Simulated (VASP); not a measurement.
Here is a VASP 6.6.1 calculation.

INCAR

```
  PREC = Accurate
  ENCUT = 520
  EDIFF = 1E-6
  ISMEAR = -1
  SIGMA = 0.05
  LREAL = False
  LASPH = True
  NELM = 60
  ALGO = Normal
  ISIF = 2
  LWAVE = False
  LCHARG = False
  GGA = PS
  NBANDS = 32
```

File KPOINTS:

```
Automatic mesh
0
Gamma
  5 5 5
```

POSCAR

```
Sn3Se
1.0
    0.0000000000      3.8078007600      3.7331380000
    3.8078007600      0.0000000000      3.7331380000
    3.8078007600      3.8078007600      0.0000000000
Sn Se
3 1
Direct
    0.5000000000      0.5000000000      0.5000000000
    0.7500000000      0.7500000000      0.7500000000
    0.2500000000      0.2500000000      0.2500000000
    0.0000000000      0.0000000000      0.0000000000
```

Potentials or basis: VASP PAW PBE potentials, release 64 (Sn_d, Se).

Command:

```sh
$ cat potpaw_PBE.64/Sn_d/POTCAR potpaw_PBE.64/Se/POTCAR > POTCAR
$ mpirun -np 1 vasp_std > vasp.out
```

Task: What does it give for the band gap on the k mesh?

Result: Zero (band 24 reaches 7.08 eV, above the bottom of band 25 at 5.45 eV).

Task: What does it give for the pressure?

Result: -4.7 GPa.

Stress tensor (GPa, compression positive):
```
-4.51  0.00  0.00
 0.00 -4.51  0.00
 0.00  0.00 -5.06
```

Caveat: the PAW data sets were made with another functional, which shifts forces and pressure a little; spin-orbit coupling is left out, which moves the levels of the heavy elements.
